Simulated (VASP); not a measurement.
# H12CO8 in VASP: single point with PBE

Aim: the single point of H12CO8 with PBE.

Everything below comes from runs of VASP 6.6.1. Logs are shortened: lines on timing, memory, paths and dates and some standing lists are left out, and cuts for length are marked.

### 1 The cell of the first run

The cell holds a disordered packing, 21 atoms: a = 6.050 Å, b = 6.050 Å, c = 6.050 Å, α = 90.00°, β = 90.00°, γ = 90.00°.

### 2 Single point, PBE

Input file INCAR:

```
PREC = Accurate ; ENCUT = 1000
EDIFF = 1E-6 ; ISMEAR = -1
SIGMA = 0.05 ; LREAL = Auto
LASPH = True ; NELM = 120
ALGO = Normal ; ISIF = 2
LWAVE = False ; LCHARG = False
GGA = PE ; NBANDS = 48
GGA_COMPAT = False
```

Input file KPOINTS:

```
regular mesh
0
Gamma
  1 1 1
```

Input file POSCAR:

```
H12CO8
1.0
    6.0495890000      0.0000000000      0.0000000000
    0.0000000000      6.0495890000      0.0000000000
    0.0000000000      0.0000000000      6.0495890000
O H C
8 12 1
Direct
    0.3914469291      0.4382359283      0.1594403618
    0.9051902285      0.8909493656      0.6996589649
    0.2426917993      0.8094222976      0.3403192036
    0.8197794357      0.5656084001      0.2911479000
    0.5928969186      0.5777430394      0.7844896875
    0.5181679675      0.1201294497      0.5391069517
   -0.0123159574      0.1344567554      1.1154029335
    0.0834594105      0.3498880987      0.8084028631
    0.4832312805      0.4801673376      0.0294045762
    0.4913743336      0.3647503834      0.2626573995
    0.7927048765      0.9818404157      0.6236924938
    1.0163449858      0.8556149398      0.5867730442
    0.1762340802      0.8969230711      0.2222214903
    0.3065481773      0.6722714572      0.2687546824
    0.7538692695      0.7033460816      0.2410986397
    0.9686961498      0.6081762295      0.3353424253
    0.7210305801      0.6790884091      0.7630090736
    0.5975569059      0.4839901296      0.6539061494
    0.4317307247      0.1499035774      0.6719581967
    0.4285712819      0.0037523723      0.4647348892
    0.0360158224      0.2443097610      0.9629690735
```

Potentials or basis: VASP PAW PBE potentials, release 64 (O_h, H_h, C_h).

Launch:

```
$ cat potpaw_PBE.64/O_h/POTCAR potpaw_PBE.64/H_h/POTCAR potpaw_PBE.64/C_h/POTCAR > POTCAR
$ mpirun -np 1 vasp_gam > vasp.out
```

OUTCAR:

```text
PREC = Accurate
   ENCUT = 1000
   EDIFF = 1E-6
   ISMEAR = -1
   LREAL = Auto
   LASPH = True
   NELM = 120
   ISIF = 2
   GGA = PE

 ion  position               nearest neighbor table
   1  0.391  0.438  0.159-  10 0.98   9 1.00
   2  0.905  0.891  0.700-  12 0.98  11 0.99
   3  0.243  0.809  0.340-  13 0.98  14 1.01
   4  0.820  0.566  0.291-  15 0.97  16 0.97
   5  0.593  0.578  0.784-  18 0.97  17 1.00
   6  0.518  0.120  0.539-  19 0.98  20 1.00
   7  0.988  0.134  0.115-  21 1.17
   8  0.083  0.350  0.808-  21 1.17
   9  0.483  0.480  0.029-   1 1.00
  10  0.491  0.365  0.263-   1 0.98
  11  0.793  0.982  0.624-   2 0.99
  12  0.016  0.856  0.587-   2 0.98
  13  0.176  0.897  0.222-   3 0.98
  14  0.307  0.672  0.269-   3 1.01
  15  0.754  0.703  0.241-   4 0.97
  16  0.969  0.608  0.335-   4 0.97
  17  0.721  0.679  0.763-   5 1.00
  18  0.598  0.484  0.654-   5 0.97
  19  0.432  0.150  0.672-   6 0.98
  20  0.429  0.004  0.465-   6 1.00
  21  0.036  0.244  0.963-   8 1.17   7 1.17

  LATTYP: Found a simple cubic cell.
 ALAT       =     6.0495890000

  Lattice vectors:

 A1 = (   6.0495890000,   0.0000000000,   0.0000000000)
 A2 = (   0.0000000000,   6.0495890000,   0.0000000000)
 A3 = (   0.0000000000,   0.0000000000,   6.0495890000)

Analysis of symmetry for initial positions (statically):
=====================================================================
 Subroutine PRICEL returns:
 Original cell was already a primitive cell.

 Routine SETGRP: Setting up the symmetry group for a
 simple cubic supercell.

 Subroutine GETGRP returns: Found  1 space group operations
 (whereof  1 operations were pure point group operations)
 out of a pool of 48 trial point group operations.

The static configuration has the point symmetry C_1 .

Analysis of symmetry for dynamics (positions and initial velocities):
=====================================================================
 Subroutine PRICEL returns:
 Original cell was already a primitive cell.

 Routine SETGRP: Setting up the symmetry group for a
 simple cubic supercell.

[... 116 lines left out ...]
   ENCUT  = 1000.0 eV  73.50 Ry    8.57 a.u.  15.60 15.60 15.60*2*pi/ulx,y,z
   NELM   =    120;   NELMIN=  2; NELMDL= -5     # of ELM steps
   EDIFF  = 0.1E-05   stopping-criterion for ELM
   LREAL  =      T    real-space projection
   EDIFFG = 0.1E-04   stopping-criterion for IOM
   NSW    =      0    number of steps for IOM
   IBRION =     -1    ionic relax: 0-MD 1-quasi-New 2-CG
   NFREE  =      0    steps in history (QN), initial steepest desc. (CG)
   ISIF   =      2    stress and relaxation
   ISYM   =      2    0-nonsym 1-usesym 2-fastsym
   POTIM  = 0.5000    time-step for ionic-motion
   TEBEG  =    0.0;   TEEND  =   0.0 temperature during run
   PSTRESS=    0.0 pullay stress
   NELECT =      64.0000    total number of electrons
   NUPDOWN=      -1.0000    fix difference up-down
   EMIN   =  10.00;   EMAX   =-10.00  energy-range for DOS
   EFERMI =   0.00;   METHOD = LEGACY
   ISMEAR =    -1;   SIGMA  =   0.05  broadening in eV -4-tet -1-fermi 0-gaus
   EFERMI_NEDOS =   21; number of points for ismear=-14 and -15
   IALGO  =     38    algorithm
   IMIX   =      4    mixing-type and parameters
     AMIX     =   0.40;   BMIX     =  1.00
     AMIX_MAG =   1.60;   BMIX_MAG =  1.00
  volume/ion in A,a.u.               =      10.54        71.15
  Fermi-wavevector in a.u.,A,eV,Ry     =   1.082453  2.045539 15.942000  1.171704
  Thomas-Fermi vector in A             =   2.218495
   LORBIT       =      0    0 simple, 1 ext, 2 COOP (PROOUT), +10 PAW based schemes
   GGA     = PE    functional components
   LHFCALC =     F    Hartree Fock is set to
   AEXX    =    0.0000 exact exchange contribution
   IVDW    =     0    specifies the selected vdW correction
   LEPSILON=     F    determine dielectric tensor
   LRPA    =     F    only Hartree local field effects (RPA)
 non-spin polarized calculation
  energy-cutoff  :     1000.00
  volume of cell :      221.40
 maximum number of plane-waves:      7948
 NGX is ok and might be reduce to    64
   NGX = 31   NGY = 31   NGZ = 31

 number of electron      64.0000001 magnetization

 Free energy of the ion-electron system (eV)
  ---------------------------------------------------
  ext. energy  EPLUGINS =         0.00000000
  ---------------------------------------------------
  free energy    TOTEN  =      -111.13652181 eV

  energy without entropy =     -111.13652181  energy(sigma->0) =     -111.13652181

 E-fermi :  -1.7619     XC(G=0):  -7.0684

 val. band max:       -2.9972838538   @ k =   0.0000   0.0000   0.0000
 cond. band min:       1.7056710631   @ k =   0.0000   0.0000   0.0000
 fundamental gap:      4.7029549169
 Fermi energy:        -1.7618896799

 k-point     1 :       0.0000    0.0000    0.0000
  band No.  band energies     occupation
      1     -24.8887      2.00000
      2     -23.8964      2.00000
      3     -21.9051      2.00000
      4     -21.4923      2.00000
      5     -21.2987      2.00000
      6     -21.1873      2.00000
[... 36 lines left out ...]
     43       7.6046      0.00000
     44       8.0796      0.00000
 [bands above 44 left out]

------------------------ aborting loop because EDIFF is reached ----------------------------------------

  FORCE on cell =-STRESS in cart. coord.  units (eV):
  Direction    XX          YY          ZZ          XY          YZ          ZX
  --------------------------------------------------------------------------------------
  -------------------------------------------------------------------------------------
  Total        0.8771828      0.6317505      0.4230596      0.4704575      0.6617111      1.0415021
  in kB        6.3477978      4.5717085      3.0615016      3.4045000      4.7885212      7.5369066
  external PRESSURE =       4.6603360 kB  Pullay stress =       0.0000000 kB

 VOLUME and BASIS-vectors are now :
 -----------------------------------------------------------------------------
  energy-cutoff  :     1000.00
  volume of cell :      221.40
      direct lattice vectors                 reciprocal lattice vectors
     6.049589000  0.000000000  0.000000000     0.165300486  0.000000000  0.000000000
     0.000000000  6.049589000  0.000000000     0.000000000  0.165300486  0.000000000
     0.000000000  0.000000000  6.049589000     0.000000000  0.000000000  0.165300486

 POSITION                                       TOTAL-FORCE (eV/Angst)
 -----------------------------------------------------------------------------------
      2.36809      2.65115      0.96455         0.066061     -0.043068     -0.032544
      5.47603      5.38988      4.23265         0.005890      0.068433     -0.254078
      1.46819      4.89667      2.05879        -0.026787      0.082600      0.071425
      4.95933      3.42170      1.76133        -0.036647      0.071281      0.019298
      3.58678      3.49511      4.74584         0.052038     -0.046645     -0.045437
      3.13470      0.72673      3.26138        -0.122771     -0.052793      0.071729
[... 13 lines left out ...]
      2.59268      0.02270      2.81146         0.043164      0.011599      0.008772
      0.21788      1.47797      5.82557        -0.023611     -0.076869      0.008557
 -----------------------------------------------------------------------------------
    total drift:                               -0.001797      0.002482      0.002980

  FREE ENERGIE OF THE ION-ELECTRON SYSTEM (eV)
  ---------------------------------------------------
  free  energy   TOTEN  =      -111.1365218066 eV

  energy  without entropy=     -111.1365218065  energy(sigma->0) =     -111.13652181
```

stdout:

```text
POSCAR found type information on POSCAR O H C
 POSCAR found :  3 types and      21 ions
 scaLAPACK will be used
 LDA part: xc-table for (Slater+PW92), standard interpolation
 POSCAR, INCAR and KPOINTS ok, starting setup
 FFT: planning ... GRIDC
 FFT: planning ... GRID_SOFT
 FFT: planning ... GRID
 WAVECAR not read
 entering main loop
```

It took 43 s on 1 thread of Intel Xeon Platinum 8488C (Sapphire Rapids), shared host; peak memory 0.51 GiB.

What came out:

```yaml
Free_energy: -111.1365 eV
Pressure: 0.5 GPa
Largest_force: 0.263 eV/Å
```

Forces in eV/Å, atoms in the order of the input:
```
O    0.066 -0.043 -0.033
O    0.006  0.068 -0.254
O   -0.027  0.083  0.071
O   -0.037  0.071  0.019
O    0.052 -0.047 -0.045
O   -0.123 -0.053  0.072
O    0.027  0.119 -0.117
O   -0.048 -0.056  0.109
H   -0.016  0.035 -0.076
H   -0.002 -0.004  0.018
H    0.036 -0.015  0.063
H   -0.096  0.003  0.143
H    0.013 -0.015  0.018
H    0.006 -0.027  0.027
H    0.090 -0.097  0.005
H   -0.035  0.018  0.010
H   -0.068 -0.088  0.037
H    0.029  0.067  0.054
H    0.106  0.046 -0.139
H    0.043  0.012  0.009
C   -0.024 -0.077  0.009
```

Caveat: the k points lie up to 1.04 Å⁻¹ apart, too coarse for converged energies, forces and pressures.
